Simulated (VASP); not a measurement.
A run of VASP 6.6.1 is set up as follows.

INCAR

```
  PREC = Accurate
  ENCUT = 520
  EDIFF = 1E-7
  ISMEAR = 0
  SIGMA = 0.1
  LREAL = False
  LASPH = True
  NELM = 60
  ALGO = Normal
  ISIF = 2
  LWAVE = False
  LCHARG = False
  GGA = PE
  IVDW = 12
  NBANDS = 11
```

Contents of KPOINTS:

```
regular mesh
0
Gamma
  21 21 12
```

Contents of POSCAR:

```
C
1.0
    2.5016980944      0.0000000000      0.0000000000
   -1.2508490472      2.1665341024      0.0000000000
    0.0000000000      0.0000000000      3.5423347889
C
2
Direct
    0.3333333333      0.6666666667      0.0000000000
    0.6666666667      0.3333333333      0.0000000000
```

Potentials or basis: VASP PAW PBE potentials, release 64 (C).

Run with:

```bash
$ cat potpaw_PBE.64/C/POTCAR > POTCAR
$ mpirun -np 1 vasp_std > vasp.out
```

Q: What does it give for the pressure?

A: -11.0 GPa.

Q: What does it give for the dispersion energy per atom?

A: -0.145 eV.

Q: Predict the band gap on the k mesh.

A: Zero (band 4 reaches 4.49 eV, above the bottom of band 5 at 3.50 eV).

Stress tensor (GPa, compression positive):
```
-16.62   0.00   0.00
  0.00 -16.62   0.00
  0.00   0.00   0.38
```

Caveat: the cell differs from its parent crystal (biaxial strain in the a-b plane: +1.5 %).
